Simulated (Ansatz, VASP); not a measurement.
# Two plane-wave programs on AlNi2

```xyz
6
Lattice="3.9740 0.0000 0.0000 -1.9870 3.4416 0.0000 0.0000 0.0000 4.9043" Properties=species:S:1:pos:R:3 pbc="T T T"
Al    0.0000    2.2944    0.9312
Al    1.9870    1.1472    3.9731
Ni    0.0000    2.2944    3.3600
Ni    1.9870    1.1472    1.5443
Ni    0.0000    0.0000    2.4521
Ni    0.0000    0.0000    0.0000
```

Alike in both runs: task single point; functional PBEsol; k mesh 1 × 1 × 1; occupations gaussian, width 0.1 eV; no spin polarisation.

|  | VASP | Ansatz |
| --- | --- | --- |
| version | VASP 6.6.1 | Ansatz 0.2.0 |
| potentials or method | VASP PAW PBE potentials, release 64 (Al, Ni), cutoff 520 eV | scalar-relativistic, plane waves, PAW |
| valence electrons in the cell | 46 | 78 |

|  | VASP | Ansatz | Ansatz less VASP |
| --- | --- | --- | --- |
| gap on the k mesh at the Fermi level (eV) | 0.73 | 0.76 | +0.024 |
| least direct gap on the mesh (eV) | 0.73 | 0.76 | +0.024 |
| pressure (GPa) | 3.3 | 3.0 | -0.29 |
| traceless stress, the component that is largest in VASP (GPa) | 41.51 | 41.26 | -0.253 |
| rms of the force components (eV/Å) | 0.446 | 0.451 | +0.0042 |

VASP's potentials were made for PBE, not for PBEsol. Atom by atom the forces differ by 0.009 eV/Å (rms over components). VASP's potentials hold 46 valence electrons a cell and Ansatz's 78, so a difference there can come from the potentials and not from the codes.

The k mesh is coarse, so the values compare programs but aren't converged.
